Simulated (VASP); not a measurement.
A run of VASP 6.6.1 is set up as follows.

INCAR

```
SYSTEM = Ga3Se
PREC = Accurate
ENCUT = 520
EDIFF = 1E-6
ISMEAR = 0
SIGMA = 0.1
LREAL = .False.
LASPH = .True.
NELM = 60
ALGO = Normal
ISIF = 2
LWAVE = .False.
LCHARG = .False.
GGA = PE
NBANDS = 30
```

File KPOINTS:

```
Automatic mesh
0
Gamma
  10 10 10
  0 0 0
```

File POSCAR:

```
Ga3Se
1.0
    4.4084263080      0.0000000000      0.0000000000
    0.0000000000      4.4084263080      0.0000000000
    0.0000000000      0.0000000000      4.4084263080
Ga Se
3 1
Direct
    0.0000000000      0.5000000000      0.5000000000
    0.5000000000      0.0000000000      0.5000000000
    0.5000000000      0.5000000000      0.0000000000
    0.0000000000      0.0000000000      0.0000000000
```

Potentials or basis: VASP PAW PBE potentials, release 64 (Ga_d, Se).

Command:

```bash
$ cat potpaw_PBE.64/Ga_d/POTCAR potpaw_PBE.64/Se/POTCAR > POTCAR
$ mpirun -np 1 vasp_std > vasp.out
```

Problem. What does it give for the band gap on the k mesh?

Solution. Zero (an odd number of electrons rules out a gap without spin polarisation).

Problem. Predict the pressure.

Solution. 0.2 GPa.
